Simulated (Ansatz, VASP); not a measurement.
## Two plane-wave programs on Sn

```xyz
1
Lattice="-1.8806 1.8806 1.8806 1.8806 -1.8806 1.8806 1.8806 1.8806 -1.8806" Properties=species:S:1:pos:R:3 pbc="T T T"
Sn    0.0000    0.0000    0.0000
```

Alike in both runs: functional r2SCAN; k mesh 10 × 10 × 10; occupations gaussian, width 0.1 eV; no spin polarisation.

Ansatz relaxed the structure, and its values are those at the end. VASP's run is a single point on that final structure, the one shown.

|  | VASP | Ansatz |
| --- | --- | --- |
| version | VASP 6.6.1 | Ansatz 0.2.0 |
| potentials or method | VASP PAW PBE potentials, release 64 (Sn_d), cutoff 550 eV | scalar-relativistic, plane waves, PAW |
| valence electrons in the cell | 14 | 14 |

```tsv
	VASP	Ansatz	Ansatz less VASP
gap on the k mesh at the Fermi level (eV)	none	none	-
pressure (GPa)	0.3	0.3	-0.02
```

VASP's potentials were made for PBE, not for r2SCAN. A gap of «none» marks a metal or a gap that the smearing closes. The functional is the same, so the differences come from potentials, cutoffs and numerics.
